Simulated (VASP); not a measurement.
C, 16 atoms in the cell. The structure is hexagonal, space group P-6m2 (No. 187). The conventional cell has a = 2.510 Å, b = 2.510 Å, c = 16.411 Å, α = 90.00°, β = 90.00°, γ = 120.00°. C (site symmetry 3m) has 4 C at 1.54 Å within 2.1 Å. Within 2.1 Å of C (site symmetry 3m) lie 4 C at 1.54 Å. C (site symmetry 3m) has 4 C at 1.54 Å within 2.1 Å. Within 2.1 Å of C (site symmetry 3m) lie 4 C at 1.54 Å. Within 2.1 Å of C (site symmetry 3m) lie 4 C at 1.54 to 1.57 Å. Within 2.1 Å of C (site symmetry 3m) lie 4 C at 1.54 to 1.57 Å. Within 1.9 Å of C (site symmetry 3m) lie 4 C at 1.42 to 1.54 Å. Within 2.1 Å of C (site symmetry 3m) lie 4 C at 1.54 to 1.57 Å.  This cell differs from its parent crystal: the distance across one plane changed.

| Item | Value |
| --- | --- |
| Program | VASP 6.6.1 |
| Task | single point |
| Functional | r2SCAN |
| Potentials or basis | VASP PAW PBE potentials, release 64 (C) |
| Cutoff | 520 eV |
| k mesh | 10 × 10 × 2 |
| Occupations | gaussian, width 0.05 eV |
| Spin | no spin polarisation |
| Dipole correction | no |
| Further INCAR settings | LREAL = Auto; ALGO = Normal; EDIFF = 1e-07; NBANDS = 46 |

Potentials or basis: VASP PAW PBE potentials, release 64 (C).

Run with:

```bash
$ cat potpaw_PBE.64/C/POTCAR > POTCAR
$ cp INCAR.step1 INCAR
$ mpirun -np 1 vasp_std > vasp.out
$ cp INCAR.step2 INCAR
$ mpirun -np 1 vasp_std > vasp.out
```

Hardware: 1 thread of Intel Xeon 8259CL, on a shared host.

Question: Estimate the wall time of this run.

Answer: Run time: 18 min on 1 thread of Intel Xeon 8259CL, on a shared host, peak memory 0.26 GiB. Counts: k points 28.
